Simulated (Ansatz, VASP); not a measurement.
**Pt: VASP beside Ansatz**

```
CELL_PARAMETERS angstrom
2.70819 0.00000 0.00000
-1.35410 2.34536 0.00000
0.00000 0.00000 4.67740
ATOMIC_POSITIONS crystal
Pt 0.59355 0.29270 0.75000
Pt 0.40645 0.70730 0.25000
```

Change from the starting cell: mode 1 frozen in at -0.143 Å and mode 2 at -0.095 Å (largest displacements).

Alike in both runs: task single point; functional LDA; k mesh 18 × 18 × 10; occupations gaussian, width 0.15 eV; no spin polarisation.

|  | VASP | Ansatz |
| --- | --- | --- |
| version | VASP 6.6.1 | Ansatz 0.2.0 |
| potentials or method | VASP PAW LDA potentials, release 64 (Pt), cutoff 520 eV | scalar-relativistic, plane waves, PAW |
| valence electrons in the cell | 20 | 36 |

Ansatz gave:

- gap on the k mesh at the Fermi level (eV): none
- pressure (GPa): 0.6
- traceless stress, the component that is largest in VASP (GPa): 0.74
- rms of the force components (eV/Å): 0.118

Q: What did VASP give for the same quantities?

A: gap on the k mesh at the Fermi level (eV): none; pressure (GPa): 1.4; traceless stress, the component that is largest in VASP (GPa): 0.49; rms of the force components (eV/Å): 0.113.

LDA's correlation is that of Perdew and Zunger in VASP and of Perdew and Wang (1992) in Ansatz. Atom by atom the forces differ by 0.005 eV/Å (rms over components). A gap of «none» marks a metal or a gap that the smearing closes. VASP's potentials hold 20 valence electrons a cell and Ansatz's 36, so a difference there can come from the potentials and not from the codes.

Neither program's run includes spin-orbit coupling.
